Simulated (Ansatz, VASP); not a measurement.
# One calculation of C, two programs

```xyz
1
Lattice="-1.1841 1.1841 1.1841 1.1841 -1.1841 1.1841 1.1841 1.1841 -1.1841" Properties=species:S:1:pos:R:3 pbc="T T T"
C     0.0000    0.0000    0.0000
```

Alike in both runs: functional PBE; k mesh 16 × 16 × 16; occupations fermi-dirac, width 0.03 eV; no spin polarisation.

Ansatz relaxed the structure, and its values are those at the end. VASP's run is a single point on that final structure, the one shown.

|  | VASP | Ansatz |
| --- | --- | --- |
| version | VASP 6.6.1 | Ansatz 0.2.0 |
| potentials or method | VASP PAW PBE potentials, release 64 (C) | PAW with Ansatz's earlier generated frozen-core files (soft_1), scalar-relativistic |
| plane-wave cutoff (eV) | 600 | 420 |
| valence electrons in the cell | 4 | 4 |

Ansatz gave:

```
pressure (GPa) : 0.0
```

**Question.** What did VASP give for the same quantities?

**Answer.** Pressure (GPa): -0.1.
